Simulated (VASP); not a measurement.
NaH:

```
CELL_PARAMETERS angstrom
3.02447 0.00000 0.00000
0.00000 3.02447 0.00000
0.00000 0.00000 2.96049
ATOMIC_POSITIONS crystal
Na 0.00000 0.00000 0.00000
H 0.50000 0.50000 0.50000
```

This cell differs from its parent crystal: epitaxial xy strain +3.1%.

Base run:

- Program: VASP 6.6.1
- Functional: r2SCAN
- Potentials or basis: VASP PAW PBE potentials, release 64 (Na_pv, H)
- Cutoff: 520 eV
- k mesh: 8 × 8 × 8
- Occupations: gaussian, width 0.01 eV
- Spin: no spin polarisation

Its results: band gap on the k mesh 1.53 eV (least direct gap 4.93 eV); pressure -1.9 GPa.

Task: The run is repeated on the same cell with these changes: functional from r2SCAN to PBE; occupations from gaussian, width 0.01 eV to fermi-dirac, width 0.02 eV. What comes out?

Result: Band gap on the k mesh 0.96 eV (least direct gap 4.27 eV); pressure -0.9 GPa.

Caveats: the PAW data sets were made with another functional, which shifts forces and pressure a little (at least some runs).

A k mesh can miss the band edges.
